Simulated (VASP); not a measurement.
# Hg3Pt (Pm-3m) in VASP: further runs, part 2 of 2

VASP 6.6.1. The steps go on from the part before.

## 4. Single point, PBE

Input file INCAR:

```
SYSTEM = Hg3Pt
ALGO = Normal ; EDIFF = 1E-6
ENCUT = 520 ; GGA = PE
ISIF = 2 ; ISMEAR = -1
LASPH = .True. ; LCHARG = .False.
LREAL = .False. ; LWAVE = .False.
NBANDS = 31 ; NELM = 60
PREC = Accurate ; SIGMA = 0.1
```

Input file KPOINTS:

```
k-points
0
Gamma
  5 5 5
  0 0 0
```

Input file POSCAR:

```
Hg3Pt
1.0
    4.3442210000      0.0000000000      0.0000000000
    0.0000000000      4.3442210000      0.0000000000
    0.0000000000      0.0000000000      4.3442210000
Hg Pt
3 1
Direct
    0.0000000000      0.5000000000      0.5000000000
    0.5000000000      0.0000000000      0.5000000000
    0.5000000000      0.5000000000      0.0000000000
    0.0000000000      0.0000000000      0.0000000000
```

Potentials or basis: VASP PAW PBE potentials, release 64 (Hg, Pt).

Run with:

```sh
> cat potpaw_PBE.64/Hg/POTCAR potpaw_PBE.64/Pt/POTCAR > POTCAR
> mpirun -np 1 vasp_std > vasp.out
```

OUTCAR:

```text
SYSTEM = Hg3Pt
   EDIFF = 1E-6
   ENCUT = 520
   GGA = PE
   ISIF = 2
   ISMEAR = -1
   LASPH = .True.
   LREAL = .False.
   NELM = 60
   PREC = Accurate

 ion  position               nearest neighbor table
   1  0.000  0.500  0.500-   2 3.07   3 3.07   4 3.07   3 3.07   4 3.07   2 3.07   4 3.07   4 3.07
                             2 3.07   3 3.07   3 3.07   2 3.07
   2  0.500  0.000  0.500-   1 3.07   3 3.07   4 3.07   3 3.07   4 3.07   1 3.07   3 3.07   3 3.07
                             1 3.07   4 3.07   4 3.07   1 3.07
   3  0.500  0.500  0.000-   1 3.07   2 3.07   4 3.07   1 3.07   2 3.07   2 3.07   4 3.07   2 3.07
                             1 3.07   4 3.07   1 3.07   4 3.07
   4  0.000  0.000  0.000-   1 3.07   2 3.07   3 3.07   1 3.07   2 3.07   1 3.07   3 3.07   1 3.07
                             2 3.07   3 3.07   2 3.07   3 3.07

  LATTYP: Found a simple cubic cell.
 ALAT       =     4.3442210000

  Lattice vectors:

 A1 = (   4.3442210000,   0.0000000000,   0.0000000000)
 A2 = (   0.0000000000,   4.3442210000,   0.0000000000)
 A3 = (   0.0000000000,   0.0000000000,   4.3442210000)

Analysis of symmetry for initial positions (statically):
=====================================================================
 Subroutine PRICEL returns:
 Original cell was already a primitive cell.

 Routine SETGRP: Setting up the symmetry group for a
 simple cubic supercell.

 Subroutine GETGRP returns: Found 48 space group operations
 (whereof 48 operations were pure point group operations)
 out of a pool of 48 trial point group operations.

The static configuration has the point symmetry O_h .

Analysis of symmetry for dynamics (positions and initial velocities):
=====================================================================
 Subroutine PRICEL returns:
 Original cell was already a primitive cell.

 Routine SETGRP: Setting up the symmetry group for a
 simple cubic supercell.

 Subroutine GETGRP returns: Found 48 space group operations
 (whereof 48 operations were pure point group operations)
 out of a pool of 48 trial point group operations.

The dynamic configuration has the point symmetry O_h .

 Subroutine INISYM returns: Found 48 space group operations
 (whereof 48 operations are pure point group operations),
 and found     1 'primitive' translations

----------------------------------------------------------------------------------------

                                     Primitive cell

  volume of cell :      81.9853

  direct lattice vectors                    reciprocal lattice vectors
     4.344221000  0.000000000  0.000000000     0.230190867  0.000000000  0.000000000
     0.000000000  4.344221000  0.000000000     0.000000000  0.230190867  0.000000000
     0.000000000  0.000000000  4.344221000     0.000000000  0.000000000  0.230190867

  length of vectors
     4.344221000  4.344221000  4.344221000     0.230190867  0.230190867  0.230190867

  position of ions in fractional coordinates (direct lattice)
     0.000000000  0.500000000  0.500000000
     0.500000000  0.000000000  0.500000000
     0.500000000  0.500000000  0.000000000
     0.000000000  0.000000000  0.000000000

  ion indices of the primitive-cell ions
   primitive index   ion index
                 1           1
                 2           2
                 3           3
[... 25 lines left out ...]

 Found     10 irreducible k-points:

 Following reciprocal coordinates:
            Coordinates               Weight
  0.000000  0.000000  0.000000      1.000000
  0.200000  0.000000  0.000000      6.000000
  0.400000  0.000000  0.000000      6.000000
  0.200000  0.200000  0.000000     12.000000
  0.400000  0.200000  0.000000     24.000000
  0.400000  0.400000  0.000000     12.000000
  0.200000  0.200000  0.200000      8.000000
  0.400000  0.200000  0.200000     24.000000
  0.400000  0.400000  0.200000     24.000000
  0.400000  0.400000  0.400000      8.000000
   k-points           NKPTS =     10   k-points in BZ     NKDIM =     10   number of bands    NBANDS=     31
   number of dos      NEDOS =    301   number of ions     NIONS =      4
   total plane-waves  NPLWV =  32768
   dimension x,y,z NGX =    32 NGY =   32 NGZ =   32
   dimension x,y,z NGXF=    64 NGYF=   64 NGZF=   64
   ions per type =               3   1
   NGX,Y,Z   is equivalent  to a cutoff of  12.25, 12.25, 12.25 a.u.
   NGXF,Y,Z  is equivalent  to a cutoff of  24.49, 24.49, 24.49 a.u.
 SYSTEM =  Hg3Pt
   PREC   = accura    normal or accurate (medium, high low for compatibility)
   ISTART =      0    job   : 0-new  1-cont  2-samecut
   ICHARG =      2    charge: 1-file 2-atom 10-const
   ISPIN  =      1    spin polarized calculation?
   LNONCOLLINEAR =      F non collinear calculations
   LSORBIT =      F    spin-orbit coupling
   LASPH  =      T    aspherical Exc in radial PAW
   ENCUT  =  520.0 eV  38.22 Ry    6.18 a.u.   8.08  8.08  8.08*2*pi/ulx,y,z
   NELM   =     60;   NELMIN=  2; NELMDL= -5     # of ELM steps
   EDIFF  = 0.1E-05   stopping-criterion for ELM
   LREAL  =      F    real-space projection
   EDIFFG = 0.1E-04   stopping-criterion for IOM
   NSW    =      0    number of steps for IOM
   IBRION =     -1    ionic relax: 0-MD 1-quasi-New 2-CG
   NFREE  =      0    steps in history (QN), initial steepest desc. (CG)
   ISIF   =      2    stress and relaxation
   ISYM   =      2    0-nonsym 1-usesym 2-fastsym
   POTIM  = 0.5000    time-step for ionic-motion
   TEBEG  =    0.0;   TEEND  =   0.0 temperature during run
   PSTRESS=    0.0 pullay stress
   NELECT =      46.0000    total number of electrons
   NUPDOWN=      -1.0000    fix difference up-down
   EMIN   =  10.00;   EMAX   =-10.00  energy-range for DOS
   EFERMI =   0.00;   METHOD = LEGACY
   ISMEAR =    -1;   SIGMA  =   0.10  broadening in eV -4-tet -1-fermi 0-gaus
   EFERMI_NEDOS =   21; number of points for ismear=-14 and -15
   IALGO  =     38    algorithm
   IMIX   =      4    mixing-type and parameters
     AMIX     =   0.40;   BMIX     =  1.00
     AMIX_MAG =   1.60;   BMIX_MAG =  1.00
  volume/ion in A,a.u.               =      20.50       138.32
  Fermi-wavevector in a.u.,A,eV,Ry     =   1.350254  2.551610 24.805956  1.823186
  Thomas-Fermi vector in A             =   2.477774
   LORBIT       =      0    0 simple, 1 ext, 2 COOP (PROOUT), +10 PAW based schemes
   GGA     = PE    functional components
   LHFCALC =     F    Hartree Fock is set to
   AEXX    =    0.0000 exact exchange contribution
   IVDW    =     0    specifies the selected vdW correction
   LEPSILON=     F    determine dielectric tensor
   LRPA    =     F    only Hartree local field effects (RPA)
 non-spin polarized calculation
  energy-cutoff  :      520.00
  volume of cell :       81.99
 maximum number of plane-waves:      2230
   NGX = 17   NGY = 17   NGZ = 17

 number of electron      45.9999994 magnetization

 Free energy of the ion-electron system (eV)
  ---------------------------------------------------
  ext. energy  EPLUGINS =         0.00000000
  ---------------------------------------------------
  free energy    TOTEN  =        -5.80635995 eV

  energy without entropy =       -5.73732214  energy(sigma->0) =       -5.77184104

 E-fermi :   4.6675     XC(G=0): -11.6775

 val. band max:        4.6650191962   @ k =   0.4000   0.2000   0.0000
 cond. band min:       4.9152978753   @ k =   0.4000   0.2000   0.2000
 fundamental gap:      0.2502786791
 Fermi energy:         4.6674828321

 k-point     1 :       0.0000    0.0000    0.0000
  band No.  band energies     occupation
      1      -5.1320      2.00000
      2      -3.9884      2.00000
      3      -3.7219      2.00000
      4      -3.7219      2.00000
      5      -3.7219      2.00000
      6      -3.4660      2.00000
[... 329 lines left out ...]
     30      16.7960      0.00000
     31      17.3657      0.00000

------------------------ aborting loop because EDIFF is reached ----------------------------------------

  FORCE on cell =-STRESS in cart. coord.  units (eV):
  Direction    XX          YY          ZZ          XY          YZ          ZX
  --------------------------------------------------------------------------------------
  -------------------------------------------------------------------------------------
  Total       -0.2437464     -0.2437464     -0.2437464     -0.0000000     -0.0000000      0.0000000
  in kB       -4.7633563     -4.7633563     -4.7633563     -0.0000000     -0.0000000      0.0000000
  external PRESSURE =      -4.7633563 kB  Pullay stress =       0.0000000 kB

 VOLUME and BASIS-vectors are now :
 -----------------------------------------------------------------------------
  energy-cutoff  :      520.00
  volume of cell :       81.99
      direct lattice vectors                 reciprocal lattice vectors
     4.344221000  0.000000000  0.000000000     0.230190867  0.000000000  0.000000000
     0.000000000  4.344221000  0.000000000     0.000000000  0.230190867  0.000000000
     0.000000000  0.000000000  4.344221000     0.000000000  0.000000000  0.230190867

 POSITION                                       TOTAL-FORCE (eV/Angst)
 -----------------------------------------------------------------------------------
      0.00000      2.17211      2.17211         0.000000      0.000000      0.000000
      2.17211      0.00000      2.17211         0.000000      0.000000      0.000000
      2.17211      2.17211      0.00000         0.000000      0.000000      0.000000
      0.00000      0.00000      0.00000         0.000000      0.000000      0.000000
 -----------------------------------------------------------------------------------
    total drift:                                0.000000     -0.000000     -0.000000

  FREE ENERGIE OF THE ION-ELECTRON SYSTEM (eV)
  ---------------------------------------------------
  free  energy   TOTEN  =        -5.8063599469 eV

  energy  without entropy=       -5.7373221386  energy(sigma->0) =       -5.77184104
```

It took 26 s on 1 thread of Intel Xeon 8259CL, shared host; peak memory 0.18 GiB.

Results:

```yaml
Free_energy: -5.8064 eV
Pressure: -0.5 GPa
Band_gap_on_the_k_mesh: zero (bands 23 and 24 overlap by 1.98 eV)
```

Caveat: spin-orbit coupling is left out, which moves the levels of the heavy elements.
